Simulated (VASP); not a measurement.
# Ga (P6_3/mmc) in VASP: a series of runs

Runs on Ga. Level: PBE. Tasks: single point.

Program: VASP 6.6.1. These are calculated values, not measurements. Logs are shortened: lines on timing, memory, paths and dates and some standing lists are left out, and cuts for length are marked.

## 1. The cell of the first run

It takes space group P6_3/mmc (No. 194, hexagonal). Conventional cell: a = 2.358 Å, b = 2.358 Å, c = 3.968 Å, α = 90.00°, β = 90.00°, γ = 120.00°. Ga (site symmetry -6m2) has 12 Ga at 2.36 to 2.41 Å within 3.1 Å.

## 2. Single point, PBE (volume scaled by 0.5)

INCAR

```
SYSTEM = Ga
ALGO     = Normal         ! electronic algorithm
EDIFF    = 1E-6           ! SCF threshold, eV
ENCUT    = 520            ! plane-wave cutoff, eV
GGA      = PE             ! functional
ISIF     = 2              ! what is computed and relaxed
ISMEAR   = -1             ! smearing method
LASPH    = .True.         ! aspherical terms in the spheres
LCHARG   = .True.         ! write CHGCAR
LELF     = .True.         ! ELF
LREAL    = .False.        ! projectors in reciprocal space
LVHAR    = .True.       
LWAVE    = .False.        ! write WAVECAR
NBANDS   = 20             ! bands
NELM     = 60             ! most SCF steps
PREC     = Accurate       ! precision mode
SIGMA    = 0.1            ! smearing width, eV
```

KPOINTS

```
k-points
0
Gamma
  14 14 8
  0 0 0
```

POSCAR

```
Ga
1.0
    2.3582165659      0.0000000000      0.0000000000
   -1.1791082830      2.0422754537      0.0000000000
    0.0000000000      0.0000000000      3.9680879055
Ga
2
Direct
    0.3333333333      0.6666666667      0.2500000000
    0.6666666667      0.3333333333      0.7500000000
```

Potentials or basis: VASP PAW PBE potentials, release 64 (Ga_d).

Run with:

```sh
cat potpaw_PBE.64/Ga_d/POTCAR > POTCAR
mpirun -np 1 vasp_std > vasp.out
```

OUTCAR:

```text
SYSTEM = Ga
   EDIFF = 1E-6
   ENCUT = 520
   GGA = PE
   ISIF = 2
   ISMEAR = -1
   LASPH = .True.
   LREAL = .False.
   NELM = 60
   PREC = Accurate

 ion  position               nearest neighbor table
   1  0.333  0.667  0.250-   2 2.41   2 2.41   2 2.41   2 2.41   2 2.41   2 2.41
   2  0.667  0.333  0.750-   1 2.41   1 2.41   1 2.41   1 2.41   1 2.41   1 2.41

  LATTYP: Found a hexagonal cell.
 ALAT       =     2.3582165659
 C/A-ratio  =     1.6826647573

  Lattice vectors:

 A1 = (   2.3582165659,   0.0000000000,   0.0000000000)
 A2 = (  -1.1791082830,   2.0422754537,   0.0000000000)
 A3 = (   0.0000000000,   0.0000000000,   3.9680879055)

Analysis of symmetry for initial positions (statically):
=====================================================================
 Subroutine PRICEL returns:
 Original cell was already a primitive cell.

 Routine SETGRP: Setting up the symmetry group for a
 hexagonal supercell.

 Subroutine GETGRP returns: Found 24 space group operations
 (whereof 12 operations were pure point group operations)
 out of a pool of 24 trial point group operations.

The static configuration has the point symmetry D_3d.
 The point group associated with its full space group is D_6h.

Analysis of symmetry for dynamics (positions and initial velocities):
=====================================================================
 Subroutine PRICEL returns:
 Original cell was already a primitive cell.

 Routine SETGRP: Setting up the symmetry group for a
 hexagonal supercell.

 Subroutine GETGRP returns: Found 24 space group operations
 (whereof 12 operations were pure point group operations)
 out of a pool of 24 trial point group operations.

The dynamic configuration has the point symmetry D_3d.
 The point group associated with its full space group is D_6h.

 Subroutine INISYM returns: Found 24 space group operations
 (whereof 12 operations are pure point group operations),
 and found     1 'primitive' translations

----------------------------------------------------------------------------------------

                                     Primitive cell

  volume of cell :      19.1108

  direct lattice vectors                    reciprocal lattice vectors
     2.358216566  0.000000000  0.000000000     0.424049264  0.244824957  0.000000000
    -1.179108283  2.042275454  0.000000000     0.000000000  0.489649914  0.000000000
     0.000000000  0.000000000  3.968087906     0.000000000  0.000000000  0.252010546

  length of vectors
[... 80 lines left out ...]
   ENCUT  =  520.0 eV  38.22 Ry    6.18 a.u.   4.38  4.38  7.38*2*pi/ulx,y,z
   NELM   =     60;   NELMIN=  2; NELMDL= -5     # of ELM steps
   EDIFF  = 0.1E-05   stopping-criterion for ELM
   LREAL  =      F    real-space projection
   EDIFFG = 0.1E-04   stopping-criterion for IOM
   NSW    =      0    number of steps for IOM
   IBRION =     -1    ionic relax: 0-MD 1-quasi-New 2-CG
   NFREE  =      0    steps in history (QN), initial steepest desc. (CG)
   ISIF   =      2    stress and relaxation
   ISYM   =      2    0-nonsym 1-usesym 2-fastsym
   POTIM  = 0.5000    time-step for ionic-motion
   TEBEG  =    0.0;   TEEND  =   0.0 temperature during run
   PSTRESS=    0.0 pullay stress
   NELECT =      26.0000    total number of electrons
   NUPDOWN=      -1.0000    fix difference up-down
   EMIN   =  10.00;   EMAX   =-10.00  energy-range for DOS
   EFERMI =   0.00;   METHOD = LEGACY
   ISMEAR =    -1;   SIGMA  =   0.10  broadening in eV -4-tet -1-fermi 0-gaus
   EFERMI_NEDOS =   21; number of points for ismear=-14 and -15
   IALGO  =     38    algorithm
   IMIX   =      4    mixing-type and parameters
     AMIX     =   0.40;   BMIX     =  1.00
     AMIX_MAG =   1.60;   BMIX_MAG =  1.00
  volume/ion in A,a.u.               =       9.56        64.48
  Fermi-wavevector in a.u.,A,eV,Ry     =   1.814009  3.427981 44.771737  3.290630
  Thomas-Fermi vector in A             =   2.871929
   LORBIT       =      0    0 simple, 1 ext, 2 COOP (PROOUT), +10 PAW based schemes
   GGA     = PE    functional components
   LHFCALC =     F    Hartree Fock is set to
   AEXX    =    0.0000 exact exchange contribution
   IVDW    =     0    specifies the selected vdW correction
   LEPSILON=     F    determine dielectric tensor
   LRPA    =     F    only Hartree local field effects (RPA)
 non-spin polarized calculation
  energy-cutoff  :      520.00
  volume of cell :       19.11
 maximum number of plane-waves:       549
 NGX is ok and might be reduce to    18

 number of electron      26.0000011 magnetization

 Free energy of the ion-electron system (eV)
  ---------------------------------------------------
  ext. energy  EPLUGINS =         0.00000000
  ---------------------------------------------------
  free energy    TOTEN  =        -0.34489255 eV

  energy without entropy =       -0.32592579  energy(sigma->0) =       -0.33540917

 E-fermi :  14.9034     XC(G=0): -14.9199

 val. band max:       14.8129004697   @ k =   0.4286   0.0714   0.0000
 cond. band min:      14.9449262489   @ k =   0.2857   0.1429   0.3750
 fundamental gap:      0.1320257792
 Fermi energy:        14.9033694196

 k-point     1 :       0.0000    0.0000    0.0000
  band No.  band energies     occupation
      1      -3.6473      2.00000
      2      -3.0316      2.00000
      3      -2.2191      2.00000
      4      -2.0902      2.00000
      5      -2.0902      2.00000
      6      -1.9733      2.00000
[... 541 lines left out ...]
     19      22.2153      0.00000
     20      42.4822      0.00000

 [... further k-points ...]

------------------------ aborting loop because EDIFF is reached ----------------------------------------

  FORCE on cell =-STRESS in cart. coord.  units (eV):
  Direction    XX          YY          ZZ          XY          YZ          ZX
  --------------------------------------------------------------------------------------
  -------------------------------------------------------------------------------------
  Total       21.1918691     21.1918691     21.1952142     -0.0000000      0.0000000      0.0000000
  in kB     1776.6445908   1776.6445908   1776.9250256     -0.0000000      0.0000000      0.0000000
  external PRESSURE =    1776.7380691 kB  Pullay stress =       0.0000000 kB

 VOLUME and BASIS-vectors are now :
 -----------------------------------------------------------------------------
  energy-cutoff  :      520.00
  volume of cell :       19.11
      direct lattice vectors                 reciprocal lattice vectors
     2.358216566  0.000000000  0.000000000     0.424049264  0.244824957  0.000000000
    -1.179108283  2.042275454  0.000000000     0.000000000  0.489649914  0.000000000
     0.000000000  0.000000000  3.968087906     0.000000000  0.000000000  0.252010546

 POSITION                                       TOTAL-FORCE (eV/Angst)
 -----------------------------------------------------------------------------------
     -0.00000      1.36152      0.99202         0.000000      0.000000      0.000000
      1.17911      0.68076      2.97607        -0.000000     -0.000000      0.000000
 -----------------------------------------------------------------------------------
    total drift:                               -0.000000      0.000000     -0.000000

  FREE ENERGIE OF THE ION-ELECTRON SYSTEM (eV)
  ---------------------------------------------------
  free  energy   TOTEN  =        -0.3448925506 eV

  energy  without entropy=       -0.3259257906  energy(sigma->0) =       -0.33540917
```

OSZICAR:

```text
N       E                     dE             d eps       ncg     rms          rms(c)
DAV:   1     0.123632272603E+03    0.12363E+03   -0.12420E+04  5620   0.290E+03
DAV:   2     0.784353176740E+01   -0.11579E+03   -0.11175E+03  4864   0.381E+02
DAV:   3    -0.452563965354E+00   -0.82961E+01   -0.82410E+01  5372   0.890E+01
DAV:   4    -0.539263651940E+00   -0.86700E-01   -0.86656E-01  5432   0.964E+00
DAV:   5    -0.540717344083E+00   -0.14537E-02   -0.14536E-02  5812   0.119E+00    0.308E+00
DAV:   6    -0.423142209588E+00    0.11758E+00   -0.10261E-01  6452   0.102E+01    0.157E+00
DAV:   7    -0.350449077806E+00    0.72693E-01   -0.37448E-02  7116   0.500E+00    0.248E-01
DAV:   8    -0.344854243716E+00    0.55948E-02   -0.79592E-03  5812   0.161E+00    0.266E-02
DAV:   9    -0.344890373335E+00   -0.36130E-04   -0.33568E-04  6444   0.229E-01    0.113E-02
DAV:  10    -0.344892895154E+00   -0.25218E-05   -0.48995E-05  5512   0.155E-01    0.257E-03
DAV:  11    -0.344892550614E+00    0.34454E-06   -0.45509E-06  5364   0.456E-02
   1 F= -.34489255E+00 E0= -.33540917E+00  d E =-.189668E-01
```

Run time: 24 s. Hardware: 1 thread of Intel Xeon Platinum 8488C (Sapphire Rapids), shared host; peak memory 0.15 GiB.

Results:

| Property | Result |
| --- | --- |
| Free energy | -0.3449 eV |
| Pressure | 177.7 GPa |
| Band gap on the k mesh | zero (band 13 reaches 21.23 eV, above the bottom of band 14 at 10.83 eV) |

Caveat: the cell differs from its parent crystal (volume scaled by 0.5).

## 3. Single point, PBE

This run uses another cell than the first one, of 11.08 Å³/atom, 1.160 times its volume.

INCAR

```
SYSTEM = Ga
PREC = Accurate
ENCUT = 520
EDIFF = 1E-7
ISMEAR = -1
SIGMA = 0.1
LREAL = .FALSE.
LASPH = .TRUE.
NELM = 100
ALGO = Normal
ISIF = 2
LWAVE = .FALSE.
LCHARG = .FALSE.
GGA = PE
NBANDS = 20
```

KPOINTS

```
regular mesh
0
G
  14 14 8
  0 0 0
```

POSCAR

```
Ga
1.0
    2.4717891793      0.0000000000      0.0000000000
   -1.2358945897      2.1406322221      0.0000000000
    0.0000000000      0.0000000000      4.1897083476
Ga
2
Direct
    0.3333333333      0.6666666667      0.2500000000
    0.6666666667      0.3333333333      0.7500000000
```

Potentials or basis: VASP PAW PBE potentials, release 64 (Ga_d).

Run with:

```sh
cat potpaw_PBE.64/Ga_d/POTCAR > POTCAR
mpirun -np 1 vasp_std > vasp.out
```

OUTCAR:

```text
SYSTEM = Ga
   PREC = Accurate
   ENCUT = 520
   EDIFF = 1E-7
   ISMEAR = -1
   LREAL = .FALSE.
   LASPH = .TRUE.
   NELM = 100
   ISIF = 2
   GGA = PE

 ion  position               nearest neighbor table
   1  0.333  0.667  0.250-   2 2.53   2 2.53   2 2.53   2 2.53   2 2.53   2 2.53
   2  0.667  0.333  0.750-   1 2.53   1 2.53   1 2.53   1 2.53   1 2.53   1 2.53

  LATTYP: Found a hexagonal cell.
 ALAT       =     2.4717891793
 C/A-ratio  =     1.6950103927

  Lattice vectors:

[... 739 lines left out ...]

------------------------ aborting loop because EDIFF is reached ----------------------------------------

  FORCE on cell =-STRESS in cart. coord.  units (eV):
  Direction    XX          YY          ZZ          XY          YZ          ZX
  --------------------------------------------------------------------------------------
  -------------------------------------------------------------------------------------
  Total       13.5095828     13.5095828     13.4989900     -0.0000000      0.0000000      0.0000000
  in kB      976.3718314    976.3718314    975.6062654     -0.0000000      0.0000000      0.0000000
  external PRESSURE =     976.1166427 kB  Pullay stress =       0.0000000 kB

 VOLUME and BASIS-vectors are now :
 -----------------------------------------------------------------------------
  energy-cutoff  :      520.00
  volume of cell :       22.17
      direct lattice vectors                 reciprocal lattice vectors
     2.471789179  0.000000000  0.000000000     0.404565247  0.233575854  0.000000000
    -1.235894590  2.140632222  0.000000000     0.000000000  0.467151709  0.000000000
     0.000000000  0.000000000  4.189708348     0.000000000  0.000000000  0.238680098

 POSITION                                       TOTAL-FORCE (eV/Angst)
 -----------------------------------------------------------------------------------
     -0.00000      1.42709      1.04743         0.000000     -0.000000      0.000000
      1.23589      0.71354      3.14228        -0.000000      0.000000     -0.000000
 -----------------------------------------------------------------------------------
    total drift:                               -0.000000      0.000000     -0.000000

  FREE ENERGIE OF THE ION-ELECTRON SYSTEM (eV)
  ---------------------------------------------------
  free  energy   TOTEN  =        -2.8877734159 eV

  energy  without entropy=       -2.8657818591  energy(sigma->0) =       -2.87677764
```

OSZICAR:

```text
N       E                     dE             d eps       ncg     rms          rms(c)
DAV:   1     0.125908204609E+03    0.12591E+03   -0.12725E+04  5440   0.283E+03
DAV:   2     0.627062237488E+01   -0.11964E+03   -0.11602E+03  4948   0.387E+02
DAV:   3    -0.292272819237E+01   -0.91934E+01   -0.91268E+01  5368   0.908E+01
DAV:   4    -0.302826511830E+01   -0.10554E+00   -0.10548E+00  5500   0.106E+01
DAV:   5    -0.303006111618E+01   -0.17960E-02   -0.17959E-02  5692   0.132E+00    0.247E+00
DAV:   6    -0.293234733691E+01    0.97714E-01   -0.11083E-01  6384   0.915E+00    0.122E+00
DAV:   7    -0.289186784410E+01    0.40479E-01   -0.29369E-02  7188   0.379E+00    0.233E-01
DAV:   8    -0.288776300773E+01    0.41048E-02   -0.48733E-03  5860   0.116E+00    0.207E-02
DAV:   9    -0.288777141877E+01   -0.84110E-05   -0.13978E-04  6328   0.117E-01    0.765E-03
DAV:  10    -0.288777367261E+01   -0.22538E-05   -0.15258E-05  5416   0.773E-02    0.100E-03
DAV:  11    -0.288777338624E+01    0.28637E-06   -0.15455E-06  6332   0.247E-02    0.766E-04
DAV:  12    -0.288777341589E+01   -0.29646E-07   -0.78117E-08  3604   0.590E-03
   1 F= -.28877734E+01 E0= -.28767776E+01  d E =-.219916E-01
```

It took 29 s on 1 thread of Intel Xeon Platinum 8488C (Sapphire Rapids), shared host; peak memory 0.16 GiB.

Results:

* Free energy: -2.8878 eV
* Pressure: 97.6 GPa
* Band gap on the k mesh: zero (band 13 reaches 18.00 eV, above the bottom of band 14 at 8.32 eV)

## 4. Single point, PBE

INCAR

```
PREC = Accurate
ENCUT = 520
EDIFF = 1E-7
ISMEAR = -1
SIGMA = 0.1
LREAL = F
LASPH = T
NELM = 80
ALGO = Normal
ISIF = 2
LWAVE = F
LCHARG = F
GGA = PE
NBANDS = 20
```

KPOINTS

```
regular mesh
0
Gamma
  14 14 8
```

POSCAR is that of step 3.

Run with:

```sh
cat potpaw_PBE.64/Ga_d/POTCAR > POTCAR
mpirun -np 1 vasp_std > vasp.out
```

Run time: 36 s. Hardware: 1 thread of Intel Xeon Platinum 8488C (Sapphire Rapids), shared host; peak memory 0.16 GiB.

It converged, with:

```yaml
Free_energy: -2.8878 eV
Pressure: 97.6 GPa
Band_gap_on_the_k_mesh: zero (band 13 reaches 18.00 eV, above the bottom of band 14 at 8.32 eV)
```

Stress tensor (GPa, compression positive):
```
97.64  0.00  0.00
 0.00 97.64  0.00
 0.00  0.00 97.56
```

Levels at points of the mesh, in eV from the Fermi level:
| k point | band 11 | band 12 | band 13 | band 14 | band 15 | band 16 |
| --- | --- | --- | --- | --- | --- | --- |
| (0.00, 0.00, 0.00) | -15.57 | -7.77 | -6.26 | 15.61 | 15.61 | 17.00 |
| (0.50, 0.00, 0.00) | -7.80 | -7.20 | 0.41 | 0.45 | 2.41 | 3.09 |
| (0.00, 0.00, 0.50) | -14.06 | -14.06 | 4.09 | 4.09 | 17.54 | 17.54 |
| (0.50, 0.00, 0.50) | -6.36 | -6.36 | -3.97 | -3.97 | 9.75 | 9.75 |
